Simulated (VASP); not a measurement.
Wanted: the native input for a VASP 6.6.1 run.

- Task: single point
- Functional: PBEsol
- Potentials or basis: VASP PAW PBE potentials, release 64 (Rh_pv)
- Cutoff: 520 eV
- k mesh: 18 × 18 × 12
- Occupations: gaussian, width 0.15 eV
- Spin: no spin polarisation
- Dipole correction: no
- Further INCAR settings: ALGO = Fast; EDIFF = 1e-07; NBANDS = 22

The structure of Rh lies in POSCAR:

```
Rh
1.0
    2.6627045662      0.0000000000      0.0000000000
   -1.3313522831      2.3650972278      0.0000000000
    0.0000000000      0.0000000000      4.4284890000
Rh
2
Direct
    0.6666666667      0.3333333333      0.7500000000
    0.3333333333      0.6666666667      0.2500000000
```

This cell differs from its parent crystal: strain -0.0250 x Voigt [1, 0, 0, 0, 0, 0].

The input as run:

INCAR

```
SYSTEM = Rh
  PREC = Accurate
  ENCUT = 520
  EDIFF = 1E-7
  ISMEAR = 0
  SIGMA = 0.15
  LREAL = .FALSE.
  LASPH = .TRUE.
  NELM = 80
  ALGO = Fast
  ISIF = 2
  LWAVE = .FALSE.
  LCHARG = .FALSE.
  GGA = PS
  NBANDS = 22
```

KPOINTS

```
regular mesh
0
G
  18 18 12
  0 0 0
```

Potentials or basis: VASP PAW PBE potentials, release 64 (Rh_pv).

Launch:

```bash
$ cat potpaw_PBE.64/Rh_pv/POTCAR > POTCAR
$ mpirun -np 1 vasp_std > vasp.out
```

Results of the run:

| Property | Result |
| --- | --- |
| Pressure | -7.6 GPa |
| Largest force | 0.050 eV/Å |
| Band gap on the k mesh | zero (band 15 reaches 12.27 eV, above the bottom of band 16 at 9.83 eV) |

Caveat: the cell differs from its parent crystal (strain -0.0250 x Voigt [1, 0, 0, 0, 0, 0]); the PAW data sets were made with another functional, which shifts forces and pressure a little.

It took 5 min on 1 thread of Intel Xeon 6975P-C, with other jobs on the host, peak memory 0.39 GiB.
